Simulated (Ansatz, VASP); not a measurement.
# AlGa3N4: VASP beside Ansatz

```
Al Ga N
1.0
     4.47169    0.00000    0.00000
     0.00000    4.47169    0.00000
     0.00000    0.00000    4.47169
Al Ga N
1 3 4
Direct
  0.00000 0.00000 0.00000
  0.50000 0.50000 0.00839
  0.50000 0.00000 0.50000
  0.00000 0.50000 0.50000
  0.75571 0.75571 0.24429
  0.75571 0.24429 0.75571
  0.24429 0.75571 0.75571
  0.24429 0.24429 0.24429
```

Alike in both runs: task single point; functional r2SCAN; k mesh 6 × 6 × 6; occupations gaussian, width 0.05 eV; no spin polarisation.

|  | VASP | Ansatz |
| --- | --- | --- |
| version | VASP 6.6.1 | Ansatz 0.2.0 |
| potentials or method | VASP PAW PBE potentials, release 64 (Al, Ga_d, N), cutoff 520 eV | scalar-relativistic, plane waves, PAW |
| valence electrons in the cell | 62 | 62 |

Ansatz gave:

```
gap on the k mesh at the Fermi level (eV)                     : 2.77
least direct gap on the mesh (eV)                             : 2.77
pressure (GPa)                                                : -0.8
traceless stress, the component that is largest in VASP (GPa) : 0.52
rms of the force components (eV/Å)                            : 0.163
```

Which values does VASP return?

gap on the k mesh at the Fermi level (eV): 2.77; least direct gap on the mesh (eV): 2.77; pressure (GPa): -0.2; traceless stress, the component that is largest in VASP (GPa): 0.55; rms of the force components (eV/Å): 0.163.

VASP's potentials were made for PBE, not for r2SCAN. Atom by atom the forces differ by 0.033 eV/Å (rms over components).
